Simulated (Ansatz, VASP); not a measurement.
Two plane-wave programs on Al

The input INCAR:

```
ALGO = Normal
EDIFF = 1E-6
ENCUT = 520
GGA = PE
ISIF = 2
ISMEAR = 0
LASPH = True
LCHARG = True
LELF = True
LREAL = False
LVHAR = True
LWAVE = False
NBANDS = 8
NELM = 60
PREC = Accurate
SIGMA = 0.15
```

KPOINTS

```
k-points
0
Gamma
  22 22 22
```

The input POSCAR:

```
Al
1.0
   -1.5272779723      1.5272779723      1.9110829267
    1.5272779723     -1.5272779723      1.9110829267
    1.5272779723      1.5272779723     -1.9110829267
Al
1
Direct
    0.0000000000      0.0000000000      0.0000000000
```

Input for Ansatz:

```yaml
crystal:
  lattice:
    - [-1.5272779723, 1.5272779723, 1.9110829267]
    - [1.5272779723, -1.5272779723, 1.9110829267]
    - [1.5272779723, 1.5272779723, -1.9110829267]
  atoms:
    - { symbol: Al, position: [0.0, 0.0, 0.0] }
basis:
  ecutwfc: 420
kpoints:
  mp_grid: { grid: [22, 22, 22] }
hamiltonian:
  xc: pbe
scf:
  occupations: { method: gaussian, width: 0.15 }
output:
  forces: true
  stress: true
  eigenvalues: true
```

Alike in both runs: task single point; functional PBE; k mesh 22 × 22 × 22; occupations gaussian, width 0.15 eV; no spin polarisation.

```csv
,VASP,Ansatz
version,VASP 6.6.1,Ansatz 0.2.0
potentials or method,"VASP PAW PBE potentials, release 64 (Al), cutoff 520 eV","scalar-relativistic, plane waves, PAW"
valence electrons in the cell,3,3
```

|  | VASP | Ansatz | Ansatz less VASP |
| --- | --- | --- | --- |
| gap on the k mesh at the Fermi level (eV) | none | none | - |
| pressure (GPa) | -4.4 | -4.4 | +0.03 |
| traceless stress, the component that is largest in VASP (GPa) | 2.84 | 2.84 | +0.001 |

A gap of «none» marks a metal or a gap that the smearing closes.
